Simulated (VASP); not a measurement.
Hf:

```
CELL_PARAMETERS angstrom
0.00000 2.23470 2.23470
2.23470 0.00000 2.23470
2.23470 2.23470 0.00000
ATOMIC_POSITIONS crystal
Hf 0.00000 0.00000 0.00000
```

Base run:

```yaml
Program: VASP 6.6.1
Functional: r2SCAN
Potentials_or_basis: VASP PAW PBE potentials, release 64 (Hf_pv)
Cutoff: 520 eV
k_mesh: 10 × 10 × 10
Occupations: fermi-dirac, width 0.05 eV
Spin: no spin polarisation
```

Its results: band gap on the k mesh zero (band 5 reaches 6.23 eV, above the bottom of band 6 at 4.25 eV); pressure 0.0 GPa.

**Question.** The run is repeated on the same cell with these changes: functional from r2SCAN to PBEsol. What comes out?

**Answer.** Band gap on the k mesh zero (band 5 reaches 5.99 eV, above the bottom of band 6 at 4.20 eV); pressure -4.1 GPa.

Caveats: the PAW data sets were made with another functional, which shifts forces and pressure a little; spin-orbit coupling is left out, which moves the levels of the heavy elements.
